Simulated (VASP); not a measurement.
# AlN (P6_3mc) in VASP: single point with r2SCANh

Aim: the single point of AlN with r2SCANh.

All numbers are computed with VASP 6.6.1; they aren't measurements. Logs are shortened: lines on timing, memory, paths and dates and some standing lists are left out, and cuts for length are marked.

### 1 The cell of the first run

The structure is hexagonal, space group P6_3mc (No. 186). The conventional cell has a = 3.130 Å, b = 3.130 Å, c = 5.017 Å, α = 90.00°, β = 90.00°, γ = 120.00°. Within 2.5 Å of Al (site symmetry 3m) lie 4 N at 1.90 to 1.91 Å. Within 2.5 Å of N (site symmetry 3m) lie 4 Al at 1.90 to 1.91 Å.

### 2 Single point, r2SCANh

The input, POSCAR:

```
AlN
1.0
    3.1297569551      0.0000000300      0.0000000000
   -1.5648785050      2.7104490149      0.0000000000
    0.0000000000      0.0000000000     10.0348065900
Al N
4 4
Direct
    0.6666666667      0.3333333333      0.2496176850
    0.3333333333      0.6666666667      0.4996176850
    0.6666666667      0.3333333333      0.7496176850
    0.3333333333      0.6666666667      0.9996176850
    0.6666666667      0.3333333333      0.4403823150
    0.3333333333      0.6666666667      0.1903823150
    0.6666666667      0.3333333333      0.9403823150
    0.3333333333      0.6666666667      0.6903823150
```

The input, INCAR.step1:

```
SYSTEM = AlN
ALGO = Normal ; EDIFF = 1E-5
ENCUT = 580 ; GGA = PE
GGA_COMPAT = .False. ; ISIF = 2
ISMEAR = -1 ; LASPH = .True.
LCHARG = .False. ; LREAL = .False.
LWAVE = .True. ; NBANDS = 26
NELM = 120 ; PREC = Accurate
SIGMA = 0.01
```

The input, INCAR.step2:

```
SYSTEM = AlN
AEXX = 0.1 ; ALGO = Normal
EDIFF = 1E-6 ; ENCUT = 580
GGA_COMPAT = .False. ; ISIF = 2
ISMEAR = -1 ; ISTART = 1
LASPH = .True. ; LCHARG = .False.
LHFCALC = .True. ; LMIXTAU = .True.
LREAL = .False. ; LWAVE = .False.
METAGGA = R2SCAN ; NBANDS = 26
NELM = 120 ; PREC = Accurate
PRECFOCK = Normal ; SIGMA = 0.01
```

The input, KPOINTS:

```
Automatic mesh
0
Gamma
  2 2 1
  0.25 0.25 0.25
```

Potentials or basis: VASP PAW PBE potentials, release 64 (Al, N).

On the command line:

```sh
cat potpaw_PBE.64/Al/POTCAR potpaw_PBE.64/N/POTCAR > POTCAR
cp INCAR.step1 INCAR
mpirun -np 1 vasp_std > vasp.out
cp INCAR.step2 INCAR
mpirun -np 1 vasp_std > vasp.out
```

OUTCAR:

```text
SYSTEM = AlN
   AEXX = 0.1
   EDIFF = 1E-6
   ENCUT = 580
   ISIF = 2
   ISMEAR = -1
   ISTART = 1
   LASPH = .True.
   LHFCALC = .True.
   LREAL = .False.
   METAGGA = R2SCAN
   NELM = 120
   PREC = Accurate
   PRECFOCK = Normal

 ion  position               nearest neighbor table
   1  0.667  0.333  0.250-   6 1.90   6 1.90   6 1.90   5 1.91   4 3.09   2 3.09   2 3.09   4 3.09
                             4 3.09   2 3.09
   2  0.333  0.667  0.500-   5 1.90   5 1.90   5 1.90   8 1.91   1 3.09   3 3.09   3 3.09   1 3.09
                             3 3.09   1 3.09
   3  0.667  0.333  0.750-   8 1.90   8 1.90   8 1.90   7 1.91   4 3.09   2 3.09   2 3.09   4 3.09
                             4 3.09   2 3.09
   4  0.333  0.667  1.000-   7 1.90   7 1.90   7 1.90   6 1.91   1 3.09   3 3.09   3 3.09   1 3.09
                             3 3.09   1 3.09
   5  0.667  0.333  0.440-   2 1.90   2 1.90   2 1.90   1 1.91
   6  0.333  0.667  0.190-   1 1.90   1 1.90   1 1.90   4 1.91
   7  0.667  0.333  0.940-   4 1.90   4 1.90   4 1.90   3 1.91
   8  0.333  0.667  0.690-   3 1.90   3 1.90   3 1.90   2 1.91
[... 7 lines left out ...]
 A1 = (   3.1297569551,   0.0000000300,   0.0000000000)
 A2 = (  -1.5648785050,   2.7104490149,   0.0000000000)
 A3 = (   0.0000000000,   0.0000000000,  10.0348065900)

Analysis of symmetry for initial positions (statically):
=====================================================================
 Subroutine PRICEL returns following result:

  LATTYP: Found a hexagonal cell.
 ALAT       =     3.1297569551
 C/A-ratio  =     1.6031287308

  Lattice vectors:

 A1 = (   3.1297569551,   0.0000000300,   0.0000000000)
 A2 = (  -1.5648785050,   2.7104490149,   0.0000000000)
 A3 = (   0.0000000000,   0.0000000000,   5.0174032950)

   2 primitive cells build up your supercell.

 Routine SETGRP: Setting up the symmetry group for a
 hexagonal supercell.

 Subroutine GETGRP returns: Found 12 space group operations
 (whereof  6 operations were pure point group operations)
 out of a pool of 24 trial point group operations.

The static configuration has the point symmetry C_3v.
 The point group associated with its full space group is C_6v.

Analysis of symmetry for dynamics (positions and initial velocities):
[... 114 lines left out ...]
   TEBEG  =    0.0;   TEEND  =   0.0 temperature during run
   PSTRESS=    0.0 pullay stress
   NELECT =      32.0000    total number of electrons
   NUPDOWN=      -1.0000    fix difference up-down
   EMIN   =  10.00;   EMAX   =-10.00  energy-range for DOS
   EFERMI =   0.00;   METHOD = LEGACY
   ISMEAR =    -1;   SIGMA  =   0.01  broadening in eV -4-tet -1-fermi 0-gaus
   EFERMI_NEDOS =   21; number of points for ismear=-14 and -15
   IALGO  =     38    algorithm
   IMIX   =      1    mixing-type and parameters
     AMIX     =   0.40;   BMIX     =  1.00
     AMIX_MAG =   1.60;   BMIX_MAG =  1.00
  volume/ion in A,a.u.               =      10.64        71.81
  Fermi-wavevector in a.u.,A,eV,Ry     =   1.181511  2.232733 18.993310  1.395969
  Thomas-Fermi vector in A             =   2.317783
   LORBIT       =      0    0 simple, 1 ext, 2 COOP (PROOUT), +10 PAW based schemes
   METAGGA = R2SCAN    functional components
   LHFCALC =     T    Hartree Fock is set to
   PRECFOCK=normal    Normal, Fast or Accurate (Low or Medium for compatibility)
   ENCUT4O =  -1.0   cutoff for four orbital integrals eV
   NKREDX  =     1    reduce k-point grid by
   NKREDY  =     1    reduce k-point grid by
   NKREDZ  =     1    reduce k-point grid by
   AEXX    =    0.1000 exact exchange contribution
   HFSCREEN=    0.0000 screening length (either q_TF or 0.3 A-1)
   HFSCREENC=   0.0000 screening length for correlation (either q_TF or 0.3 A-1)
   ENCUTFOCK=  -1.0 apply spherical cutoff to Coloumb kernel
   IVDW    =     0    specifies the selected vdW correction
   LEPSILON=     F    determine dielectric tensor
   LRPA    =     F    only Hartree local field effects (RPA)
 non-spin polarized calculation
  energy-cutoff  :      580.00
  volume of cell :       85.13
 maximum number of plane-waves:      2713
 NGX is ok and might be reduce to    28
  NGX = 20; NGY = 20; NGZ = 60

 number of electron      31.9999998 magnetization

 Free energy of the ion-electron system (eV)
  ---------------------------------------------------
  ext. energy  EPLUGINS =         0.00000000
  ---------------------------------------------------
  free energy    TOTEN  =       -81.41679903 eV

  energy without entropy =      -81.41679903  energy(sigma->0) =      -81.41679903

 E-fermi :   5.0574     XC(G=0): -10.3303

 val. band max:        4.8065006638   @ k =   0.1250   0.1250   0.2500
 cond. band min:      11.9573218833   @ k =  -0.3750  -0.3750   0.2500
 fundamental gap:      7.1508212195
 Fermi energy:         5.0574230290

 k-point     1 :       0.1250    0.1250    0.2500
  band No.  band energies     occupation
      1     -10.5403      2.00000
      2     -10.1262      2.00000
      3      -9.4475      2.00000
      4      -8.8690      2.00000
      5      -0.1253      2.00000
      6       0.7458      2.00000
[... 76 lines left out ...]
     25      18.1338      0.00000
     26      18.4989      0.00000

------------------------ aborting loop because EDIFF is reached ----------------------------------------

  FORCE on cell =-STRESS in cart. coord.  units (eV):
  Direction    XX          YY          ZZ          XY          YZ          ZX
  --------------------------------------------------------------------------------------
  -------------------------------------------------------------------------------------
  Total       -4.1800818     -4.1800818     -2.1401963      0.0000000      0.0000000     -0.0000000
  in kB      -78.6745918    -78.6745917    -40.2812859      0.0000000      0.0000000     -0.0000000
  external PRESSURE =     -65.8768231 kB  Pullay stress =       0.0000000 kB

 VOLUME and BASIS-vectors are now :
 -----------------------------------------------------------------------------
  energy-cutoff  :      580.00
  volume of cell :       85.13
      direct lattice vectors                 reciprocal lattice vectors
     3.129756955  0.000000030  0.000000000     0.319513626  0.184471283  0.000000000
    -1.564878505  2.710449015  0.000000000    -0.000000004  0.368942559  0.000000000
     0.000000000  0.000000000 10.034806590     0.000000000  0.000000000  0.099653141

 POSITION                                       TOTAL-FORCE (eV/Angst)
 -----------------------------------------------------------------------------------
      1.56488      0.90348      2.50487         0.000000     -0.000000      0.117814
     -0.00000      1.80697      5.01357        -0.000000      0.000000      0.117814
      1.56488      0.90348      7.52227         0.000000     -0.000000      0.117814
     -0.00000      1.80697     10.03097        -0.000000     -0.000000      0.117814
      1.56488      0.90348      4.41915        -0.000000      0.000000     -0.117814
     -0.00000      1.80697      1.91045         0.000000     -0.000000     -0.117814
      1.56488      0.90348      9.43655        -0.000000      0.000000     -0.117814
     -0.00000      1.80697      6.92785        -0.000000     -0.000000     -0.117814
 -----------------------------------------------------------------------------------
    total drift:                                0.000000     -0.000000     -0.044354

  FREE ENERGIE OF THE ION-ELECTRON SYSTEM (eV)
  ---------------------------------------------------
  free  energy   TOTEN  =       -81.4167990343 eV

  energy  without entropy=      -81.4167990343  energy(sigma->0) =      -81.41679903
```

OUTCAR.step1:

```text
SYSTEM = AlN
   EDIFF = 1E-5
   ENCUT = 580
   GGA = PE
   ISIF = 2
   ISMEAR = -1
   LASPH = .True.
[... 328 lines left out ...]
     -0.00000      1.80697      1.91045        -0.000000      0.000000     -0.105560
      1.56488      0.90348      9.43655        -0.000000     -0.000000     -0.105560
     -0.00000      1.80697      6.92785        -0.000000     -0.000000     -0.105560
 -----------------------------------------------------------------------------------
    total drift:                               -0.000000      0.000000      0.001590

  FREE ENERGIE OF THE ION-ELECTRON SYSTEM (eV)
  ---------------------------------------------------
  free  energy   TOTEN  =       -60.3352197026 eV

  energy  without entropy=      -60.3352197026  energy(sigma->0) =      -60.33521970
```

Wall time 25 min (1 thread of Intel Xeon 8259CL, shared host); peak memory 0.27 GiB.

What came out:

| Property | Result |
| --- | --- |
| Free energy | -81.4168 eV |
| Pressure | -6.6 GPa |
| Largest force | 0.118 eV/Å |
| Band gap on the k mesh | 7.15 eV |

Forces on the atoms (eV/Å):
```
Al   0.000  0.000  0.118
Al   0.000  0.000  0.118
Al   0.000  0.000  0.118
Al   0.000  0.000  0.118
N    0.000  0.000 -0.118
N    0.000  0.000 -0.118
N    0.000  0.000 -0.118
N    0.000  0.000 -0.118
```

Stress tensor (GPa, compression positive):
```
-7.87  0.00  0.00
 0.00 -7.87  0.00
 0.00  0.00 -4.03
```

Caveat: the k points lie up to 0.58 Å⁻¹ apart; the PAW data sets were made with another functional, which shifts forces and pressure a little; a shifted mesh leaves out Γ, where band edges can lie. A k mesh can miss the band edges.
